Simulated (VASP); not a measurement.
# TePb (Fm-3m) in VASP: notebook, part 2 of 3

VASP 6.6.1.

## Step 4: Single point, LDA

This run uses another cell than the first one, of 31.71 Å³/atom, 0.922 times its volume.

INCAR reads:

```
PREC     = Accurate       # precision mode
ENCUT    = 520            # plane-wave cutoff, eV
EDIFF    = 1E-7           # SCF threshold, eV
ISMEAR   = -1             # smearing method
SIGMA    = 0.05           # smearing width, eV
LREAL    = F              # projectors in reciprocal space
LASPH    = T              # aspherical terms in the spheres
NELM     = 100            # most SCF steps
ALGO     = Normal         # electronic algorithm
ISIF     = 2              # what is computed and relaxed
LWAVE    = F              # write WAVECAR
LCHARG   = F              # write CHGCAR
NBANDS   = 17             # bands
```

KPOINTS reads:

```
Automatic mesh
0
Gamma
  7 7 7
```

POSCAR reads:

```
TePb
1.0
    0.0000000000      3.1650427173      3.1650427173
    3.1650427173      0.0000000000      3.1650427173
    3.1650427173      3.1650427173      0.0000000000
Pb Te
1 1
Direct
    0.0000000000      0.0000000000      0.0000000000
    0.5000000000      0.5000000000      0.5000000000
```

Potentials or basis: VASP PAW LDA potentials, release 64 (Pb_d, Te).

Launch:

```sh
$ cat potpaw_LDA.64/Pb_d/POTCAR potpaw_LDA.64/Te/POTCAR > POTCAR
$ mpirun -np 1 vasp_std > vasp.out
```

OUTCAR:

```text
PREC = Accurate
   ENCUT = 520
   EDIFF = 1E-7
   ISMEAR = -1
   LREAL = F
   LASPH = T
   NELM = 100
   ISIF = 2

 ion  position               nearest neighbor table
   1  0.000  0.000  0.000-   2 3.17   2 3.17   2 3.17   2 3.17   2 3.17   2 3.17
   2  0.500  0.500  0.500-   1 3.17   1 3.17   1 3.17   1 3.17   1 3.17   1 3.17

  LATTYP: Found a face centered cubic cell.
 ALAT       =     6.3300854346

  Lattice vectors:

 A1 = (   0.0000000000,   3.1650427173,   3.1650427173)
 A2 = (   3.1650427173,   0.0000000000,   3.1650427173)
 A3 = (   3.1650427173,   3.1650427173,   0.0000000000)

Analysis of symmetry for initial positions (statically):
=====================================================================
 Subroutine PRICEL returns:
 Original cell was already a primitive cell.

 Routine SETGRP: Setting up the symmetry group for a
 face centered cubic supercell.

 Subroutine GETGRP returns: Found 48 space group operations
 (whereof 48 operations were pure point group operations)
 out of a pool of 48 trial point group operations.

The static configuration has the point symmetry O_h .

Analysis of symmetry for dynamics (positions and initial velocities):
=====================================================================
 Subroutine PRICEL returns:
 Original cell was already a primitive cell.

 Routine SETGRP: Setting up the symmetry group for a
 face centered cubic supercell.

 Subroutine GETGRP returns: Found 48 space group operations
 (whereof 48 operations were pure point group operations)
 out of a pool of 48 trial point group operations.

The dynamic configuration has the point symmetry O_h .

 Subroutine INISYM returns: Found 48 space group operations
 (whereof 48 operations are pure point group operations),
 and found     1 'primitive' translations

----------------------------------------------------------------------------------------

[... 103 lines left out ...]
   EFERMI_NEDOS =   21; number of points for ismear=-14 and -15
   IALGO  =     38    algorithm
   IMIX   =      4    mixing-type and parameters
     AMIX     =   0.40;   BMIX     =  1.00
     AMIX_MAG =   1.60;   BMIX_MAG =  1.00
  volume/ion in A,a.u.               =      31.71       213.96
  Fermi-wavevector in a.u.,A,eV,Ry     =   1.114368  2.105850 16.895930  1.241816
  Thomas-Fermi vector in A             =   2.250962
   LORBIT       =      0    0 simple, 1 ext, 2 COOP (PROOUT), +10 PAW based schemes
   GGA     = CA    functional components
   LHFCALC =     F    Hartree Fock is set to
   AEXX    =    0.0000 exact exchange contribution
   IVDW    =     0    specifies the selected vdW correction
   LEPSILON=     F    determine dielectric tensor
   LRPA    =     F    only Hartree local field effects (RPA)
 non-spin polarized calculation
  energy-cutoff  :      520.00
  volume of cell :       63.41
 maximum number of plane-waves:      1729
 NGX is ok and might be reduce to    36
   NGX = 17   NGY = 17   NGZ = 17

 number of electron      19.9999998 magnetization

 Free energy of the ion-electron system (eV)
  ---------------------------------------------------
  ext. energy  EPLUGINS =         0.00000000
  ---------------------------------------------------
  free energy    TOTEN  =        -8.77035160 eV

  energy without entropy =       -8.77034146  energy(sigma->0) =       -8.77034653

 E-fermi :   6.5512     XC(G=0):  -9.8487

 val. band max:        6.1241653688   @ k =   0.4286   0.0000   0.0000
 cond. band min:       6.9715419760   @ k =   0.4286   0.0000   0.0000
 fundamental gap:      0.8473766072
 Fermi energy:         6.5512481710

 k-point     1 :       0.0000    0.0000    0.0000
  band No.  band energies     occupation
      1     -10.5402      2.00000
      2     -10.5402      2.00000
      3     -10.5209      2.00000
      4     -10.5209      2.00000
      5     -10.5209      2.00000
      6      -6.3439      2.00000
[... 377 lines left out ...]
      4     -10.5061      2.00000
      5     -10.4887      2.00000
      6      -4.2876      2.00000
[... 9 lines left out ...]
     16      16.5279      0.00000
     17      17.1536      0.00000

------------------------ aborting loop because EDIFF is reached ----------------------------------------

  FORCE on cell =-STRESS in cart. coord.  units (eV):
  Direction    XX          YY          ZZ          XY          YZ          ZX
  --------------------------------------------------------------------------------------
  -------------------------------------------------------------------------------------
  Total        0.5014814      0.5014814      0.5014814      0.0000000      0.0000000     -0.0000000
  in kB       12.6705858     12.6705858     12.6705858      0.0000000      0.0000000     -0.0000000
  external PRESSURE =      12.6705858 kB  Pullay stress =       0.0000000 kB

 VOLUME and BASIS-vectors are now :
 -----------------------------------------------------------------------------
  energy-cutoff  :      520.00
  volume of cell :       63.41
      direct lattice vectors                 reciprocal lattice vectors
     0.000000000  3.165042717  3.165042717    -0.157975751  0.157975751  0.157975751
     3.165042717  0.000000000  3.165042717     0.157975751 -0.157975751  0.157975751
     3.165042717  3.165042717  0.000000000     0.157975751  0.157975751 -0.157975751

 POSITION                                       TOTAL-FORCE (eV/Angst)
 -----------------------------------------------------------------------------------
      0.00000      0.00000      0.00000         0.000000      0.000000      0.000000
      3.16504      3.16504      3.16504        -0.000000      0.000000     -0.000000
 -----------------------------------------------------------------------------------
    total drift:                               -0.000000      0.000000      0.000000

  FREE ENERGIE OF THE ION-ELECTRON SYSTEM (eV)
  ---------------------------------------------------
  free  energy   TOTEN  =        -8.7703515965 eV

  energy  without entropy=       -8.7703414624  energy(sigma->0) =       -8.77034653
```

OSZICAR:

```text
N       E                     dE             d eps       ncg     rms          rms(c)
DAV:   1     0.150038915455E+03    0.15004E+03   -0.90113E+03   680   0.114E+03
DAV:   2     0.119143601166E+01   -0.14885E+03   -0.14403E+03   725   0.291E+02
DAV:   3    -0.859537664758E+01   -0.97868E+01   -0.96301E+01   879   0.813E+01
DAV:   4    -0.886792807472E+01   -0.27255E+00   -0.27240E+00   886   0.152E+01
DAV:   5    -0.887709488326E+01   -0.91668E-02   -0.91664E-02   934   0.242E+00    0.392E+00
DAV:   6    -0.877846591390E+01    0.98629E-01   -0.20236E-01   990   0.346E+00    0.248E+00
DAV:   7    -0.877111964258E+01    0.73463E-02   -0.61215E-02   940   0.129E+00    0.914E-01
DAV:   8    -0.877038960861E+01    0.73003E-03   -0.71625E-03   877   0.810E-01    0.126E-01
DAV:   9    -0.877035697679E+01    0.32632E-04   -0.75205E-04  1026   0.259E-01    0.315E-02
DAV:  10    -0.877035168466E+01    0.52921E-05   -0.46232E-05   875   0.523E-02    0.249E-02
DAV:  11    -0.877035154472E+01    0.13994E-06   -0.17755E-05   985   0.286E-02    0.120E-02
DAV:  12    -0.877035163732E+01   -0.92597E-07   -0.13783E-06   761   0.844E-03    0.952E-03
DAV:  13    -0.877035159651E+01    0.40806E-07   -0.41941E-08   458   0.158E-03
   1 F= -.87703516E+01 E0= -.87703465E+01  d E =-.101341E-04
```

stdout:

```text
POSCAR found type information on POSCAR PbTe
 POSCAR found :  2 types and       2 ions
 scaLAPACK will be used
 LDA part: xc-table for (Slater(with rela. corr.)+CA(PZ))
 , standard interpolation
 POSCAR, INCAR and KPOINTS ok, starting setup
 FFT: planning ... GRIDC
 FFT: planning ... GRID_SOFT
 FFT: planning ... GRID
 WAVECAR not read
 entering main loop
```

It took 12 s on 1 thread of Intel Xeon 6975P-C (Granite Rapids), shared host; peak memory 0.17 GiB.

What came out:

- Free energy: -8.7704 eV
- Pressure: 1.3 GPa

Levels at points of the mesh, in eV from the Fermi level:
| k point | band 7 | band 8 | band 9 | band 10 | band 11 | band 12 | band 13 | band 14 |
| --- | --- | --- | --- | --- | --- | --- | --- | --- |
| (0.00, 0.00, 0.00) | -5.82 | -1.89 | -1.89 | -1.89 | 3.75 | 3.75 | 3.75 | 5.33 |

Caveat: this odd mesh misses L, where the gap lies, so gap, dielectric constants and Born charges aren't listed; spin-orbit coupling is left out, which moves the levels of the heavy elements.

(Continued in part 3 of 3.)
